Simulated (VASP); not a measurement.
Al2O3:

```
Al O
1.0
     2.88823    0.00000    0.00000
    -1.44411    2.50128    0.00000
     0.00000    0.00000    7.53028
Al O
2 3
Direct
  0.33333 0.66667 0.18280
  0.66667 0.33333 0.81720
  0.00000 0.00000 0.00000
  0.33333 0.66667 0.72681
  0.66667 0.33333 0.27319
```

* Program: VASP 6.6.1
* Task: relaxation of cell and atoms
* Functional: PBEsol
* Potentials or basis: VASP PAW PBE potentials, release 64 (Al, O)
* Cutoff: 600 eV
* k mesh: 12 × 12 × 4
* Occupations: fermi-dirac, width 0.02 eV
* Spin: no spin polarisation

At the start: pressure -3.7 GPa; volume 10.88 Å³/atom.

Problem. How do energy, volume and symmetry change on relaxing?

Solution. Over 48 steps the energy falls by 5.9 meV/atom and the volume is 9.78 Å³/atom (-10.1 %); space group P-3m1 (No. 164, to 0.1 Å) before and after.

The path:
| step | energy change (eV) | largest force (eV/Å) | pressure (GPa) | volume (Å³) |
| --- | --- | --- | --- | --- |
| 1 | 0.0000 | 0.1869 | -3.72 | 54.40 |
| 3 | -0.0126 | 0.1568 | -0.15 | 53.42 |
| 5 | -0.0138 | 0.0269 | -0.05 | 53.28 |
| 7 | -0.0142 | 0.0570 | -0.01 | 53.16 |
| 9 | -0.0143 | 0.0694 | -0.01 | 53.10 |
| 11 | -0.0149 | 0.0584 | -0.13 | 52.98 |
| 13 | -0.0170 | 0.0771 | -0.62 | 52.49 |
| 15 | -0.0194 | 0.2897 | -2.28 | 50.48 |
| 17 | -0.0199 | 0.2270 | -1.81 | 51.06 |
| 19 | -0.0205 | 0.2230 | -1.80 | 50.93 |
| 21 | -0.0227 | 0.2097 | -1.75 | 50.40 |
| 23 | -0.0246 | 0.1699 | -1.13 | 48.31 |
| 25 | -0.0268 | 0.1477 | -1.12 | 49.09 |
| 27 | -0.0290 | 0.0832 | 0.14 | 49.07 |
| 29 | -0.0295 | 0.0308 | 0.03 | 49.11 |
| 31 | -0.0296 | 0.0138 | -0.04 | 49.13 |
| 33 | -0.0296 | 0.0071 | -0.01 | 49.13 |
| 35 | -0.0296 | 0.0091 | 0.00 | 49.12 |
| 37 | -0.0297 | 0.0014 | -0.04 | 49.12 |
| 39 | -0.0297 | 0.0175 | 0.00 | 49.06 |
| 41 | -0.0297 | 0.0214 | 0.01 | 49.04 |
| 43 | -0.0297 | 0.0162 | 0.06 | 49.00 |
| 45 | -0.0297 | 0.0165 | 0.23 | 48.85 |
| 47 | -0.0297 | 0.0057 | 0.09 | 48.91 |
| 48 | -0.0297 | 0.0022 | -0.02 | 48.90 |

Final structure:
```cif
data_structure
_symmetry_space_group_name_H-M 'P 1'
_symmetry_Int_Tables_number 1
_cell_length_a 2.8730
_cell_length_b 2.8730
_cell_length_c 6.8405
_cell_angle_alpha 90.000
_cell_angle_beta 90.000
_cell_angle_gamma 120.000
_cell_volume 48.90
loop_
_atom_site_label
_atom_site_type_symbol
_atom_site_fract_x
_atom_site_fract_y
_atom_site_fract_z
_atom_site_occupancy
Al1 Al 0.33333 0.66667 0.19904 1
Al2 Al 0.66667 0.33333 0.80096 1
O1 O 0.00000 0.00000 0.00000 1
O2 O 0.33333 0.66667 0.70243 1
O3 O 0.66667 0.33333 0.29757 1
```

Caveat: the PAW data sets were made with another functional, which shifts forces and pressure a little.
